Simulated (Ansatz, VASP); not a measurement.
**MnO2 in VASP and in Ansatz**

The input INCAR:

```
PREC     = Accurate       # precision mode
ENCUT    = 700            # plane-wave cutoff, eV
EDIFF    = 1E-6           # SCF threshold, eV
ISMEAR   = 0              # smearing method
SIGMA    = 0.03           # smearing width, eV
LREAL    = F              # projectors in reciprocal space
LASPH    = T              # aspherical terms in the spheres
NELM     = 200            # most SCF steps
ALGO     = Normal         # electronic algorithm
ISIF     = 2              # what is computed and relaxed
LWAVE    = F              # write WAVECAR
LCHARG   = F              # write CHGCAR
ISPIN    = 2              # spin polarisation
MAGMOM   = 4.5 -4.5 0 0 0 0 # initial moments
LORBIT   = 11             # projections on sites
LMAXMIX  = 4              # l up to which the mixer works
LDAU     = T              # DFT+U
LDAUTYPE = 2            
LDAUL    = 2 -1           # shell
LDAUU    = 3.9 0          # U, eV
LDAUJ    = 0 0          
LDAUPRINT= 1            
GGA      = PS             # functional
NBANDS   = 40             # bands
GGA_COMPAT= F
```

KPOINTS

```
regular mesh
0
Gamma
  5 5 7
```

POSCAR

```
MnO2
1.0
    4.3983000000      0.0000000000      0.0000000000
    0.0000000000      4.3983000000      0.0000000000
    0.0000000000      0.0000000000      2.8730000000
Mn O
2 4
Direct
    0.0000000000      0.0000000000      0.0000000000
    0.5000000000      0.5000000000      0.5000000000
    0.3051500000      0.3051500000      0.0000000000
    0.1948500000      0.8051500000      0.5000000000
    0.6948500000      0.6948500000      0.0000000000
    0.8051500000      0.1948500000      0.5000000000
```

Input for Ansatz:

```yaml
crystal:
  lattice:
    - [4.3983, 0.0, 0.0]
    - [0.0, 4.3983, 0.0]
    - [0.0, 0.0, 2.873]
  atoms:
    - { symbol: Mn, position: [0.0, 0.0, 0.0], spin: 4.5 }
    - { symbol: Mn, position: [0.5, 0.5, 0.5], spin: -4.5 }
    - { symbol: O, position: [0.30515, 0.30515, 0.0] }
    - { symbol: O, position: [0.19485, 0.80515, 0.5] }
    - { symbol: O, position: [0.69485, 0.69485, 0.0] }
    - { symbol: O, position: [0.80515, 0.19485, 0.5] }
magnetization:
  spin_polarized: true
hamiltonian:
  xc: pbesol
  pseudopotentials: { kind: paw }
  hubbard: { sites: [{ species: Mn, l: d, u_eff: 3.9 }] }
basis:
  ecutwfc: 420
kpoints:
  mp_grid: { grid: [5, 5, 7] }
scf:
  occupations: { method: gaussian, width: 0.03 }
  lower_state_search: "off"
output:
  forces: true
  stress: true
```

Alike in both runs: task single point; functional PBEsol; k mesh 5 × 5 × 7; occupations gaussian, width 0.03 eV; collinear spin; Hubbard terms Mn d U = 3.9 eV.

```csv
,VASP,Ansatz
version,VASP 6.6.1,Ansatz 0.2.0
potentials or method,"VASP PAW PBE potentials, release 64 (Mn_sv, O), cutoff 700 eV","PAW, plane waves, scalar-relativistic"
valence electrons in the cell,54,54
```

Ansatz gave:

- pressure (GPa): -0.2
- traceless stress, the component that is largest in VASP (GPa): 2.33
- rms of the force components (eV/Å): 0.011
- net moment per atom (μB): 0.00
- size of the moment on the site where the two differ most (μB): 2.55

Question: What did VASP give for the same quantities?

Answer: Pressure (GPa): -1.1; traceless stress, the component that is largest in VASP (GPa): 1.43; rms of the force components (eV/Å): 0.016; net moment per atom (μB): 0.00; size of the moment on the site where the two differ most (μB): 2.83.

VASP's potentials were made for PBE, not for PBEsol. Site moments also hang on the region over which each program counts them. The programs project onto different local orbitals, so the same U acts differently, and such runs can settle in different states. Atom by atom the forces differ by 0.006 eV/Å (rms over components).
